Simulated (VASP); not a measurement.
Wanted: the native input for a VASP 6.6.1 run.

```yaml
Task: single point
Functional: PBE
Potentials_or_basis: VASP PAW PBE potentials, release 64 (Au)
Cutoff: 520 eV
k_mesh: 18 × 18 × 18
Occupations: gaussian, width 0.1 eV
Spin: no spin polarisation
Dipole_correction: no
Further_INCAR_settings: ALGO = Normal; EDIFF = 1e-06; NBANDS = 12
```

The structure of Au lies in POSCAR:

```
Au
1.0
    0.0000000000      2.0365167043      2.0365167043
    2.0365167043      0.0000000000      2.0365167043
    2.0365167043      2.0365167043      0.0000000000
Au
1
Direct
    0.0000000000      0.0000000000      0.0000000000
```

This cell differs from its parent crystal: volume scaled by 0.94.

These files were run (other wordings do the same):

INCAR

```
ALGO = Normal ; EDIFF = 1E-6
ENCUT = 520 ; GGA = PE
ISIF = 2 ; ISMEAR = 0
LASPH = True ; LCHARG = False
LREAL = False ; LWAVE = False
NBANDS = 12 ; NELM = 60
PREC = Accurate ; SIGMA = 0.1
```

KPOINTS

```
k-points
0
Gamma
  18 18 18
```

Potentials or basis: VASP PAW PBE potentials, release 64 (Au).

The run is started by

```console
$ cat potpaw_PBE.64/Au/POTCAR > POTCAR
$ mpirun -np 1 vasp_std > vasp.out
```

It gave:

```
Pressure : 10.2 GPa
```

It took 52 s on 1 thread of Intel Xeon 8259CL, with other jobs on the host, peak memory 0.17 GiB.
